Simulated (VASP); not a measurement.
**Ag: single point with LDA**

Ag:

```
Ag
1.0
     2.45218    0.00000    0.00000
     0.00000    2.45218    0.00000
     0.00000    0.00000    2.45218
Ag
1
Direct
  0.00000 0.00000 0.00000
```

* Program: VASP 6.6.1
* Task: single point
* Functional: LDA
* Potentials or basis: VASP PAW LDA potentials, release 64 (Ag)
* Cutoff: 520 eV
* k mesh: 9 × 9 × 9
* Occupations: methfessel-paxton, width 0.1 eV
* Spin: no spin polarisation
* Dipole correction: no
* Further INCAR settings: ALGO = Normal; EDIFF = 1e-07; NBANDS = 12

| Item | Value |
| --- | --- |
| Pressure | 44.9 GPa |

Levels at points of the mesh, in eV from the Fermi level:
| k point | band 3 | band 4 | band 5 | band 6 | band 7 | band 8 | band 9 | band 10 |
| --- | --- | --- | --- | --- | --- | --- | --- | --- |
| (0.00, 0.00, 0.00) | -7.57 | -2.39 | -2.39 | -2.39 | 16.66 | 16.66 | 16.66 | 23.79 |

It took 3 s on 1 thread of Intel(R) Xeon(R) Platinum 8488C (Sapphire Rapids) (shared host), peak memory 0.11 GiB.
